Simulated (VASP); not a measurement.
Set up this calculation in VASP 6.6.1, as the native input.

```
Task                   : single point
Functional             : PBE
Potentials or basis    : VASP PAW PBE potentials, release 64 (Sc_sv, Al)
Cutoff                 : 520 eV
k mesh                 : 10 × 10 × 10
Occupations            : gaussian, width 0.15 eV
Spin                   : no spin polarisation
Dipole correction      : no
Further INCAR settings : ALGO = Fast; EDIFF = 1e-06; NBANDS = 30
```

The structure of ScAl3 lies in POSCAR:

```
ScAl3
1.0
   -4.1053305959      0.0000000000     -4.1053305959
    0.0000000000     -4.1053305959     -4.1053305959
   -4.1053305959     -4.1053305959      0.0000000000
Sc Al
2 6
Direct
    0.5000000000      0.5000000000      0.5000000000
    1.0000000000      0.0000000000      1.0000000000
    0.5000000000      0.0000000000      0.0000000000
    0.0000000000      0.5000000000      0.5000000000
    0.5000000000      0.0000000000      0.5000000000
    0.0000000000      0.5000000000      0.0000000000
    0.0000000000      0.0000000000      0.5000000000
    0.5000000000      0.5000000000      0.0000000000
```

One way to write it, as run:

INCAR

```
SYSTEM = ScAl3
PREC     = Accurate       ! precision mode
ENCUT    = 520            ! plane-wave cutoff, eV
EDIFF    = 1E-6           ! SCF threshold, eV
ISMEAR   = 0              ! smearing method
SIGMA    = 0.15           ! smearing width, eV
LREAL    = .False.        ! projectors in reciprocal space
LASPH    = .True.         ! aspherical terms in the spheres
NELM     = 60             ! most SCF steps
ALGO     = Fast           ! electronic algorithm
ISIF     = 2              ! what is computed and relaxed
LWAVE    = .False.        ! write WAVECAR
LCHARG   = .False.        ! write CHGCAR
GGA      = PE             ! functional
NBANDS   = 30             ! bands
```

KPOINTS

```
regular mesh
0
Gamma
  10 10 10
  0 0 0
```

Potentials or basis: VASP PAW PBE potentials, release 64 (Sc_sv, Al).

The run is started by

```bash
$ cat potpaw_PBE.64/Sc_sv/POTCAR potpaw_PBE.64/Al/POTCAR > POTCAR
$ mpirun -np 1 vasp_std > vasp.out
```

Results of the run:

| Quantity | Value |
| --- | --- |
| Pressure | 0.1 GPa |
| Band gap on the k mesh | zero (band 20 reaches 7.95 eV, above the bottom of band 21 at 5.35 eV) |

Wall time 9.8 min on 1 thread of AMD EPYC 7R43 64-Core Processor (Zen 3), with other jobs on the host, peak memory 0.38 GiB.
